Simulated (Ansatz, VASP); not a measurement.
# N in VASP and in Ansatz

```
CELL_PARAMETERS angstrom
2.51947 0.00000 0.00000
-1.25974 2.18193 0.00000
0.00000 0.00000 2.44600
ATOMIC_POSITIONS crystal
N 0.33333 0.66667 0.75000
N 0.66667 0.33333 0.25000
```

Alike in both runs: task single point; functional PBE-based screened hybrid; k mesh 6 × 6 × 6; occupations fermi-dirac, width 0.05 eV; no spin polarisation.

|  | VASP | Ansatz |
| --- | --- | --- |
| version | VASP 6.6.1 | Ansatz 0.2.0 |
| potentials or method | VASP PAW PBE potentials, release 64 (N) | Ansatz PAW |
| plane-wave cutoff (eV) | 520 | 420 |
| valence electrons in the cell | 10 | 10 |

VASP gave:

* gap on the k mesh at the Fermi level (eV): none
* pressure (GPa): -0.8
* traceless stress, the component that is largest in VASP (GPa): -6.58

Q: What did Ansatz give for the same quantities?

A: gap on the k mesh at the Fermi level (eV): none; pressure (GPa): -0.8; traceless stress, the component that is largest in VASP (GPa): -6.70.

VASP's potentials were made for PBE, not for PBE-based screened hybrid. A gap of «none» marks a metal or a gap that the smearing closes.

The k mesh is coarse, so the values compare programs but aren't converged.
